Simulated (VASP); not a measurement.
A run of VASP 6.6.1 is set up as follows.

The input POSCAR:

```
BaTiO3
1.0
    3.9727519129      0.0000000000      0.0000000000
    0.0000000000      3.9727519129      0.0000000000
    0.0000000000      0.0000000000      4.1114105467
Ba Ti O
1 1 3
Direct
    0.5000000000      0.5000000000      0.5849746091
    0.0000000000      0.0000000000      0.1030751120
    0.0000000000      0.5000000000      0.0629584848
    0.5000000000      0.0000000000      0.0629584848
    0.0000000000      0.0000000000      0.5460302993
```

INCAR.step1

```
  ALGO = Normal
  EDIFF = 1E-4
  ENCUT = 520
  GGA = PE
  ISMEAR = 0
  LASPH = True
  LCHARG = False
  LREAL = False
  LWAVE = True
  NBANDS = 28
  NELM = 100
  PREC = Accurate
  SIGMA = 0.02
```

The input INCAR.step2:

```
  ALGO = Normal
  EDIFF = 1E-6
  ENCUT = 520
  ISIF = 2
  ISMEAR = 0
  ISTART = 1
  LASPH = True
  LCHARG = False
  LMIXTAU = True
  LREAL = False
  LWAVE = False
  METAGGA = R2SCAN
  NBANDS = 28
  NELM = 100
  PREC = Accurate
  SIGMA = 0.02
```

The input KPOINTS:

```
k-points
0
Gamma
  8 8 8
```

Potentials or basis: VASP PAW PBE potentials, release 64 (Ba_sv, Ti_sv, O).

Command:

```console
$ cat potpaw_PBE.64/Ba_sv/POTCAR potpaw_PBE.64/Ti_sv/POTCAR potpaw_PBE.64/O/POTCAR > POTCAR
$ cp INCAR.step1 INCAR
$ mpirun -np 1 vasp_std > vasp.out
$ cp INCAR.step2 INCAR
$ mpirun -np 1 vasp_std > vasp.out
```

Estimate the pressure.

1.9 GPa.

Predict the largest force.

0.170 eV/Å.

Predict the band gap on the k mesh.

2.21 eV (least direct gap 2.71 eV).

Forces on the atoms (eV/Å):
```
Ba   0.000  0.000 -0.030
Ti   0.000  0.000 -0.170
O    0.000  0.000  0.017
O    0.000  0.000  0.017
O    0.000  0.000  0.166
```

Caveat: the PAW data sets were made with another functional, which shifts forces and pressure a little; spin-orbit coupling is left out, which moves the levels of the heavy elements. A k mesh can miss the band edges.
